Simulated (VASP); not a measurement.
**Ru: single point with LDA**

The system is Ru.

```xyz
2
Lattice="2.6728 0.0000 0.0000 -1.3364 2.3147 0.0000 0.0000 0.0000 4.2281" Properties=species:S:1:pos:R:3 pbc="T T T"
Ru    0.0000    1.5431    1.0570
Ru    1.3364    0.7716    3.1711
```

```
Program                : VASP 6.6.1
Task                   : single point
Functional             : LDA
Potentials or basis    : VASP PAW LDA potentials, release 64 (Ru_sv)
Cutoff                 : 600 eV
k mesh                 : 9 × 9 × 6
Occupations            : gaussian, width 0.1 eV
Spin                   : no spin polarisation
Dipole correction      : no
Second run             : valence_matched
Further INCAR settings : ALGO = Normal; EDIFF = 1e-06; NBANDS = 23
```

```
Pressure               : 0.7 GPa
Band gap on the k mesh : zero (band 16 reaches 17.29 eV, above the bottom of band 17 at 14.04 eV)
```

Levels at points of the mesh, in eV from the Fermi level:
```csv
k point,band 12,band 13,band 14,band 15,band 16,band 17,band 18,band 19,band 20,band 21
"(0.00, 0.00, 0.00)",-2.84,-2.64,-2.11,-2.11,-1.54,-1.54,1.21,1.21,1.29,10.63
"(0.00, 0.00, 0.50)",-3.01,-3.01,-3.01,-2.90,-2.90,0.53,0.53,0.53,0.53,14.39
```

Run time: 26 s on 1 thread of AMD EPYC 9R45 (Zen 5) (shared host), peak memory 0.11 GiB.
